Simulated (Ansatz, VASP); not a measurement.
**Two plane-wave programs on PtSe2**

```
CELL_PARAMETERS angstrom
3.72865 0.00000 0.00000
-1.86433 3.22911 0.00000
0.00000 0.00000 5.27716
ATOMIC_POSITIONS crystal
Pt 0.00000 0.00000 0.00000
Se 0.33333 0.66667 0.24622
Se 0.66667 0.33333 0.75378
```

Alike in both runs: task single point; functional PBE; k mesh 12 × 12 × 6; occupations fermi-dirac, width 0.02 eV; no spin polarisation.

|  | VASP | Ansatz |
| --- | --- | --- |
| version | VASP 6.6.1 | Ansatz 0.2.0 |
| potentials or method | VASP PAW PBE potentials, release 64 (Pt, Se) | plane waves, PAW |
| plane-wave cutoff (eV) | 520 | 420 |
| valence electrons in the cell | 22 | 50 |

Ansatz gave:

| Property | Result |
| --- | --- |
| pressure (GPa) | 3.8 |
| traceless stress, the component that is largest in VASP (GPa) | -1.15 |
| rms of the force components (eV/Å) | 0.080 |

**Question.** What did VASP give for the same quantities?

**Answer.** Pressure (GPa): 3.8; traceless stress, the component that is largest in VASP (GPa): -1.16; rms of the force components (eV/Å): 0.081.

Atom by atom the forces differ by 0.002 eV/Å (rms over components). VASP's potentials hold 22 valence electrons a cell and Ansatz's 50, so a difference there can come from the potentials and not from the codes.

Spin-orbit coupling is off throughout.
